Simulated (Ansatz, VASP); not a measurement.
## Al: VASP beside Ansatz

```
Al
1.0
     0.00000    2.07742    2.07742
     2.07742    0.00000    2.07742
     2.07742    2.07742    0.00000
Al
1
Direct
  0.00000 0.00000 0.00000
```

Alike in both runs: task single point; functional r2SCAN0; k mesh 5 × 5 × 5; no spin polarisation.

|  | VASP | Ansatz |
| --- | --- | --- |
| version | VASP 6.6.1 | Ansatz 0.2.0 |
| potentials or method | VASP PAW PBE potentials, release 64 (Al), cutoff 440 eV | all-electron PAW datasets made for the crystal |
| occupations | methfessel-paxton of order 1, width 0.05 eV | cold, width 0.05 eV |

|  | VASP | Ansatz | Ansatz less VASP |
| --- | --- | --- | --- |
| gap on the k mesh at the Fermi level (eV) | none | none | - |
| pressure (GPa) | -6.8 | -6.4 | +0.40 |

VASP's potentials were made for PBE, not for r2SCAN0. A gap of «none» marks a metal or a gap that the smearing closes. Ansatz ran all-electron here, and VASP with PAW potentials.

The k mesh is coarse, so the values compare programs but aren't converged.
